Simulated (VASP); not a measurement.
# Bi (P2_1/m) in VASP: a series of runs

Runs on Bi. Level: r2SCAN. Tasks: single point.

Program: VASP 6.6.1. These are calculated values, not measurements. Logs are shortened: lines on timing, memory, paths and dates and some standing lists are left out, and cuts for length are marked.

## Step 1: The cell of the first run

The structure is monoclinic, space group P2_1/m (No. 11). The conventional cell has a = 4.563 Å, b = 4.434 Å, c = 6.388 Å, α = 90.00°, β = 93.04°, γ = 90.00°. Bi (site symmetry m) has 6 Bi at 3.18 to 3.20 Å within 4.2 Å. Within 4.2 Å of Bi (site symmetry m) lie 6 Bi at 3.18 to 3.20 Å.

## Step 2: Single point, r2SCAN

Contents of POSCAR:

```
Bi
1.0
    4.5633158640      0.0000000000      0.0000000000
    0.0000000000      4.4339873756      0.0000000000
   -0.3389107918      0.0000000000      6.3790138673
Bi
4
Direct
    0.2513749200      0.2500000000      0.7487333800
    0.7486250800      0.7500000000      0.2512666200
    0.2498876900      0.2500000000      0.2488803300
    0.7501123100      0.7500000000      0.7511196700
```

Contents of INCAR.step1:

```
PREC     = Accurate       # precision mode
ENCUT    = 520            # plane-wave cutoff, eV
ISMEAR   = -1             # smearing method
SIGMA    = 0.05           # smearing width, eV
LREAL    = F              # projectors in reciprocal space
LASPH    = T              # aspherical terms in the spheres
NELM     = 80             # most SCF steps
NBANDS   = 38             # bands
GGA      = PE             # functional
ALGO     = Normal         # electronic algorithm
EDIFF    = 1E-4           # SCF threshold, eV
LWAVE    = T              # write WAVECAR
LCHARG   = F              # write CHGCAR
```

Contents of INCAR.step2:

```
PREC     = Accurate       # precision mode
ENCUT    = 520            # plane-wave cutoff, eV
EDIFF    = 1E-6           # SCF threshold, eV
ISMEAR   = -1             # smearing method
SIGMA    = 0.05           # smearing width, eV
LREAL    = F              # projectors in reciprocal space
LASPH    = T              # aspherical terms in the spheres
NELM     = 80             # most SCF steps
ALGO     = Normal         # electronic algorithm
ISIF     = 2              # what is computed and relaxed
LWAVE    = F              # write WAVECAR
LCHARG   = F              # write CHGCAR
METAGGA  = R2SCAN         # meta-GGA
LMIXTAU  = T            
NBANDS   = 38             # bands
ISTART   = 1
```

Contents of KPOINTS:

```
Automatic mesh
0
Gamma
  6 6 4
```

Potentials or basis: VASP PAW PBE potentials, release 64 (Bi_d).

Command:

```sh
cat potpaw_PBE.64/Bi_d/POTCAR > POTCAR
cp INCAR.step1 INCAR
mpirun -np 1 vasp_std > vasp.out
cp INCAR.step2 INCAR
mpirun -np 1 vasp_std > vasp.out
```

OUTCAR:

```text
PREC = Accurate
   ENCUT = 520
   EDIFF = 1E-6
   ISMEAR = -1
   LREAL = F
   LASPH = T
   NELM = 80
   ISIF = 2
   METAGGA = R2SCAN
   ISTART = 1

 ion  position               nearest neighbor table
   1  0.251  0.250  0.749-   4 3.18   4 3.18   4 3.19   4 3.19   3 3.19   3 3.20
   2  0.749  0.750  0.251-   3 3.18   3 3.18   3 3.19   3 3.19   4 3.19   4 3.20
   3  0.250  0.250  0.249-   2 3.18   2 3.18   2 3.19   2 3.19   1 3.19   1 3.20
   4  0.750  0.750  0.751-   1 3.18   1 3.18   1 3.19   1 3.19   2 3.19   2 3.20

  LATTYP: Found a simple monoclinic cell.
 ALAT       =     4.5633158640
 B/A-ratio  =     0.9716590978
 C/A-ratio  =     1.3998615729
 COS(beta)  =    -0.0530542006

  Lattice vectors:

 A1 = (   4.5633158640,   0.0000000000,   0.0000000000)
 A2 = (   0.0000000000,   4.4339873756,   0.0000000000)
 A3 = (  -0.3389107918,   0.0000000000,   6.3790138673)

Analysis of symmetry for initial positions (statically):
=====================================================================
 Subroutine PRICEL returns:
 Original cell was already a primitive cell.

 Routine SETGRP: Setting up the symmetry group for a
 simple monoclinic supercell.

 Subroutine GETGRP returns: Found  4 space group operations
 (whereof  2 operations were pure point group operations)
 out of a pool of  4 trial point group operations.

The static configuration has the point symmetry S_2 .
 The point group associated with its full space group is C_2h.

Analysis of symmetry for dynamics (positions and initial velocities):
=====================================================================
 Subroutine PRICEL returns:
 Original cell was already a primitive cell.

 Routine SETGRP: Setting up the symmetry group for a
 simple monoclinic supercell.

 Subroutine GETGRP returns: Found  4 space group operations
 (whereof  2 operations were pure point group operations)
 out of a pool of  4 trial point group operations.

The dynamic configuration has the point symmetry S_2 .
 The point group associated with its full space group is C_2h.

 Subroutine INISYM returns: Found  4 space group operations
 (whereof  2 operations are pure point group operations),
 and found     1 'primitive' translations

----------------------------------------------------------------------------------------

                                     Primitive cell

  volume of cell :     129.0710

  direct lattice vectors                    reciprocal lattice vectors
     4.563315864  0.000000000  0.000000000     0.219138896  0.000000000  0.011642636
     0.000000000  4.433987376  0.000000000     0.000000000  0.225530638  0.000000000
    -0.338910792  0.000000000  6.379013867     0.000000000  0.000000000  0.156764042

  length of vectors
     4.563315864  4.433987376  6.388010523     0.219447959  0.225530638  0.156764042

  position of ions in fractional coordinates (direct lattice)
     0.251374920  0.250000000  0.748733380
     0.748625080  0.750000000  0.251266620
     0.249887690  0.250000000  0.248880330
     0.750112310  0.750000000  0.751119670

  ion indices of the primitive-cell ions
   primitive index   ion index
                 1           1
                 2           2
                 3           3
                 4           4

----------------------------------------------------------------------------------------

 KPOINTS: Automatic mesh

Automatic generation of k-mesh.
 Grid dimensions read from file:
 generate k-points for:    6    6    4

 Generating k-lattice:

  Cartesian coordinates                     Fractional coordinates (reciprocal lattice)
     0.036523149  0.000000000  0.001940439     0.166666667  0.000000000  0.000000000
     0.000000000  0.037588440  0.000000000     0.000000000  0.166666667  0.000000000
     0.000000000  0.000000000  0.039191011     0.000000000  0.000000000  0.250000000

  Length of vectors
     0.036574660  0.037588440  0.039191011

  Shift w.r.t. Gamma in fractional coordinates (k-lattice)
     0.000000000  0.000000000  0.000000000

 Subroutine IBZKPT returns following result:
 ===========================================

 Found     56 irreducible k-points:

 Following reciprocal coordinates:
            Coordinates               Weight
  0.000000  0.000000  0.000000      1.000000
  0.166667  0.000000  0.000000      2.000000
  0.333333  0.000000  0.000000      2.000000
  0.500000  0.000000 -0.000000      1.000000
  0.000000  0.166667  0.000000      2.000000
  0.166667  0.166667  0.000000      4.000000
[... 16 lines left out ...]
  0.000000  0.166667  0.250000      4.000000
  0.166667  0.166667  0.250000      4.000000
 [... further k-points ...]
   k-points           NKPTS =     56   k-points in BZ     NKDIM =     56   number of bands    NBANDS=     38
   number of dos      NEDOS =    301   number of ions     NIONS =      4
   total plane-waves  NPLWV =  62208
   dimension x,y,z NGX =    36 NGY =   36 NGZ =   48
   dimension x,y,z NGXF=    72 NGYF=   72 NGZF=   96
   ions per type =               4
   NGX,Y,Z   is equivalent  to a cutoff of  13.12, 13.50, 12.49 a.u.
   NGXF,Y,Z  is equivalent  to a cutoff of  26.23, 27.00, 24.98 a.u.
 SYSTEM =  unknown system
   PREC   = accura    normal or accurate (medium, high low for compatibility)
   ISTART =      1    job   : 0-new  1-cont  2-samecut
   ICHARG =      0    charge: 1-file 2-atom 10-const
   ISPIN  =      1    spin polarized calculation?
   LNONCOLLINEAR =      F non collinear calculations
   LSORBIT =      F    spin-orbit coupling
   LASPH  =      T    aspherical Exc in radial PAW
   ENCUT  =  520.0 eV  38.22 Ry    6.18 a.u.   8.48  8.24 11.88*2*pi/ulx,y,z
   NELM   =     80;   NELMIN=  2; NELMDL=  0     # of ELM steps
   EDIFF  = 0.1E-05   stopping-criterion for ELM
   LREAL  =      F    real-space projection
   EDIFFG = 0.1E-04   stopping-criterion for IOM
   NSW    =      0    number of steps for IOM
   IBRION =     -1    ionic relax: 0-MD 1-quasi-New 2-CG
   NFREE  =      0    steps in history (QN), initial steepest desc. (CG)
   ISIF   =      2    stress and relaxation
   ISYM   =      2    0-nonsym 1-usesym 2-fastsym
   POTIM  = 0.5000    time-step for ionic-motion
   TEBEG  =    0.0;   TEEND  =   0.0 temperature during run
   PSTRESS=    0.0 pullay stress
   NELECT =      60.0000    total number of electrons
   NUPDOWN=      -1.0000    fix difference up-down
   EMIN   =  10.00;   EMAX   =-10.00  energy-range for DOS
   EFERMI =   0.00;   METHOD = LEGACY
   ISMEAR =    -1;   SIGMA  =   0.05  broadening in eV -4-tet -1-fermi 0-gaus
   EFERMI_NEDOS =   21; number of points for ismear=-14 and -15
   IALGO  =     38    algorithm
   IMIX   =      4    mixing-type and parameters
     AMIX     =   0.40;   BMIX     =  1.00
     AMIX_MAG =   1.60;   BMIX_MAG =  1.00
  volume/ion in A,a.u.               =      32.27       217.75
  Fermi-wavevector in a.u.,A,eV,Ry     =   1.268184  2.396521 21.882136  1.608292
  Thomas-Fermi vector in A             =   2.401293
   LORBIT       =      0    0 simple, 1 ext, 2 COOP (PROOUT), +10 PAW based schemes
   METAGGA = R2SCAN    functional components
   LHFCALC =     F    Hartree Fock is set to
   AEXX    =    0.0000 exact exchange contribution
   IVDW    =     0    specifies the selected vdW correction
   LEPSILON=     F    determine dielectric tensor
   LRPA    =     F    only Hartree local field effects (RPA)
 non-spin polarized calculation
  energy-cutoff  :      520.00
  volume of cell :      129.07
 maximum number of plane-waves:      3516
 NGX is ok and might be reduce to    36
   NGX = 17   NGY = 17   NGZ = 23

 number of electron      60.0000014 magnetization

 Free energy of the ion-electron system (eV)
  ---------------------------------------------------
  ext. energy  EPLUGINS =         0.00000000
  ---------------------------------------------------
  free energy    TOTEN  =      -233.59773255 eV

  energy without entropy =     -233.57659483  energy(sigma->0) =     -233.58716369

 E-fermi :   7.2874     XC(G=0): -10.7103

 val. band max:        7.2836001738   @ k =  -0.1667   0.3333   0.2500
 cond. band min:       7.3500807945   @ k =   0.3333   0.1667   0.0000
 fundamental gap:      0.0664806207
 Fermi energy:         7.2874087158

 k-point     1 :       0.0000    0.0000    0.0000
  band No.  band energies     occupation
      1     -16.5342      2.00000
      2     -16.5195      2.00000
      3     -16.5163      2.00000
      4     -16.3578      2.00000
      5     -16.3452      2.00000
      6     -16.3345      2.00000
[... 30 lines left out ...]
     37      12.9428      0.00000
     38      13.2636      0.00000

 k-point     2 :       0.1667    0.0000    0.0000
  band No.  band energies     occupation
      1     -16.5058      2.00000
      2     -16.4975      2.00000
      3     -16.4802      2.00000
      4     -16.3472      2.00000
      5     -16.3370      2.00000
      6     -16.3318      2.00000
[... 30 lines left out ...]
     37      12.4983      0.00000
     38      13.4225      0.00000

 k-point     3 :       0.3333    0.0000    0.0000
  band No.  band energies     occupation
      1     -16.4694      2.00000
      2     -16.3954      2.00000
      3     -16.3798      2.00000
      4     -16.3770      2.00000
      5     -16.3056      2.00000
      6     -16.2955      2.00000
[... 30 lines left out ...]
     37      12.8892      0.00000
     38      13.5810      0.00000

 k-point     4 :       0.5000    0.0000   -0.0000
  band No.  band energies     occupation
      1     -16.4236      2.00000
      2     -16.4202      2.00000
      3     -16.2738      2.00000
      4     -16.2719      2.00000
      5     -16.2676      2.00000
      6     -16.2638      2.00000
[... 30 lines left out ...]
     37      13.5237      0.00000
     38      13.5388      0.00000
[... 703 lines left out ...]
      4     -16.3364      2.00000
      5     -16.3266      2.00000
      6     -16.3045      2.00000
[... 30 lines left out ...]
     37      12.1200      0.00000
     38      12.5632      0.00000

 k-point    23 :       0.0000    0.1667    0.2500
  band No.  band energies     occupation
      1     -16.4954      2.00000
      2     -16.4831      2.00000
      3     -16.4550      2.00000
      4     -16.3353      2.00000
      5     -16.3255      2.00000
      6     -16.3042      2.00000
[... 30 lines left out ...]
     37      12.4917      0.00000
     38      12.6311      0.00000

 k-point    24 :       0.1667    0.1667    0.2500
  band No.  band energies     occupation
      1     -16.4921      2.00000
      2     -16.4590      2.00000
      3     -16.4149      2.00000
      4     -16.3186      2.00000
      5     -16.3172      2.00000
      6     -16.3066      2.00000
[... 30 lines left out ...]
     37      12.3872      0.00000
     38      12.8741      0.00000

 [... further k-points ...]

------------------------ aborting loop because EDIFF is reached ----------------------------------------

  FORCE on cell =-STRESS in cart. coord.  units (eV):
  Direction    XX          YY          ZZ          XY          YZ          ZX
  --------------------------------------------------------------------------------------
  -------------------------------------------------------------------------------------
  Total        2.3778482      2.8596993      3.8561838      0.0000000      0.0000000      0.1799552
  in kB       29.5165902     35.4978807     47.8673929      0.0000000      0.0000000      2.2338116
  external PRESSURE =      37.6272879 kB  Pullay stress =       0.0000000 kB

 VOLUME and BASIS-vectors are now :
 -----------------------------------------------------------------------------
  energy-cutoff  :      520.00
  volume of cell :      129.07
      direct lattice vectors                 reciprocal lattice vectors
     4.563315864  0.000000000  0.000000000     0.219138896  0.000000000  0.011642636
     0.000000000  4.433987376  0.000000000     0.000000000  0.225530638  0.000000000
    -0.338910792  0.000000000  6.379013867     0.000000000  0.000000000  0.156764042

 POSITION                                       TOTAL-FORCE (eV/Angst)
 -----------------------------------------------------------------------------------
      0.89335      1.10850      4.77618        -0.007595     -0.000000     -0.000594
      3.33106      3.32549      1.60283         0.007595     -0.000000      0.000594
      1.05597      1.10850      1.58761        -0.007945      0.000000      0.000692
      3.16844      3.32549      4.79140         0.007945     -0.000000     -0.000692
 -----------------------------------------------------------------------------------
    total drift:                                0.000000      0.000000      0.000000

  FREE ENERGIE OF THE ION-ELECTRON SYSTEM (eV)
  ---------------------------------------------------
  free  energy   TOTEN  =      -233.5977325543 eV

  energy  without entropy=     -233.5765948255  energy(sigma->0) =     -233.58716369
```

It took 16 min on 1 thread of Oxide Virtual Turin-like, shared host; peak memory 0.33 GiB.

What came out:

- Free energy: -233.5977 eV
- Pressure: 3.8 GPa
- Largest force: 0.008 eV/Å
- Band gap on the k mesh: zero (bands 30 and 31 overlap by 0.41 eV)

Forces on the atoms (eV/Å):
```
Bi  -0.008  0.000 -0.001
Bi   0.008  0.000  0.001
Bi  -0.008  0.000  0.001
Bi   0.008  0.000 -0.001
```

Stress tensor (GPa, compression positive):
```
2.95 0.00 0.22
0.00 3.55 0.00
0.22 0.00 4.79
```

Levels at points of the mesh, in eV from the Fermi level:
```tsv
k point	band 27	band 28	band 29	band 30	band 31	band 32	band 33	band 34
(0.00, 0.00, 0.00)	-3.44	-2.07	-1.52	-1.40	2.94	3.31	3.42	3.63
(0.50, 0.00, 0.00)	-1.07	-1.03	-0.97	-0.96	0.96	1.02	1.33	1.33
(0.00, 0.50, 0.00)	-1.25	-1.25	-1.22	-1.22	0.76	0.76	1.03	1.03
(0.50, 0.50, 0.00)	-3.82	-3.82	-3.39	-3.39	2.93	2.93	5.47	5.47
(0.00, 0.00, 0.50)	-2.62	-2.62	-2.04	-2.03	2.31	2.32	3.75	3.75
(0.50, 0.00, 0.50)	-0.31	-0.31	-0.20	-0.20	-0.09	-0.09	-0.08	-0.07
(0.00, 0.50, 0.50)	-0.58	-0.58	-0.29	-0.29	-0.27	-0.27	-0.15	-0.15
(0.50, 0.50, 0.50)	-4.81	-4.81	0.14	0.14	0.15	0.15	5.80	5.80
```

Caveat: the cell stands under pressure; the PAW data sets were made with another functional, which shifts forces and pressure a little; spin-orbit coupling is left out, which moves the levels of the heavy elements.

## Step 3: Single point, r2SCAN

This run uses another cell than the first one, of 32.95 Å³/atom.

Contents of POSCAR:

```
Bi
1.0
    4.5954529501      0.0000000000      0.0000000000
    0.0000000000      4.4652136676      0.0000000000
   -0.3412975661      0.0000000000      6.4239379803
Bi
4
Direct
    0.2513749200      0.2500000000      0.7487333800
    0.7486250800      0.7500000000      0.2512666200
    0.2498876900      0.2500000000      0.2488803300
    0.7501123100      0.7500000000      0.7511196700
```

Contents of INCAR.step1:

```
ALGO = Normal
EDIFF = 1E-4
ENCUT = 520
GGA = PE
ISMEAR = -1
LASPH = True
LCHARG = False
LREAL = False
LWAVE = True
NBANDS = 38
NELM = 80
PREC = Accurate
SIGMA = 0.05
```

Contents of INCAR.step2:

```
ALGO = Normal
EDIFF = 1E-6
ENCUT = 520
ISIF = 2
ISMEAR = -1
ISTART = 1
LASPH = True
LCHARG = True
LELF = True
LMIXTAU = True
LREAL = False
LVHAR = True
LWAVE = False
METAGGA = R2SCAN
NBANDS = 38
NELM = 80
PREC = Accurate
SIGMA = 0.05
```

Contents of KPOINTS:

```
k-points
0
Gamma
  6 6 4
```

Potentials or basis: VASP PAW PBE potentials, release 64 (Bi_d).

Command:

```sh
cat potpaw_PBE.64/Bi_d/POTCAR > POTCAR
cp INCAR.step1 INCAR
mpirun -np 1 vasp_std > vasp.out
cp INCAR.step2 INCAR
mpirun -np 1 vasp_std > vasp.out
```

It took 19 min on 1 thread of Oxide Virtual Turin-like, shared host; peak memory 0.34 GiB.

Results (log left out):

```yaml
Free_energy: -233.6518 eV
Pressure: 2.4 GPa
Largest_force: 0.005 eV/Å
Band_gap_on_the_k_mesh: zero (bands 30 and 31 overlap by 0.38 eV)
```

Forces in eV/Å, atoms in the order of the input:
```
Bi  -0.004  0.000 -0.001
Bi   0.004  0.000  0.001
Bi  -0.004  0.000  0.002
Bi   0.004  0.000 -0.002
```

Stress tensor (GPa, compression positive):
```
1.58 0.00 0.26
0.00 2.22 0.00
0.26 0.00 3.41
```

Levels at points of the mesh, in eV from the Fermi level:
```
           k point  band 27  band 28  band 29  band 30  band 31  band 32  band 33  band 34
(0.00, 0.00, 0.00)    -3.34    -2.02    -1.47    -1.36     3.00     3.27     3.37     3.58
(0.50, 0.00, 0.00)    -1.02    -0.98    -0.95    -0.94     0.95     1.00     1.28     1.28
(0.00, 0.50, 0.00)    -1.21    -1.21    -1.18    -1.18     0.75     0.75     0.99     0.99
(0.50, 0.50, 0.00)    -3.71    -3.71    -3.29    -3.29     2.99     2.99     5.36     5.36
(0.00, 0.00, 0.50)    -2.55    -2.54    -1.98    -1.98     2.23     2.24     3.80     3.80
(0.50, 0.00, 0.50)    -0.28    -0.28    -0.20    -0.20    -0.07    -0.07    -0.06    -0.06
(0.00, 0.50, 0.50)    -0.55    -0.55    -0.27    -0.27    -0.25    -0.25    -0.15    -0.15
(0.50, 0.50, 0.50)    -4.68    -4.68     0.13     0.13     0.14     0.14     5.82     5.82
```

Caveat: the PAW data sets were made with another functional, which shifts forces and pressure a little; spin-orbit coupling is left out, which moves the levels of the heavy elements.

The gap in the log of VASP goes by the Fermi energy; the results here count the filled bands.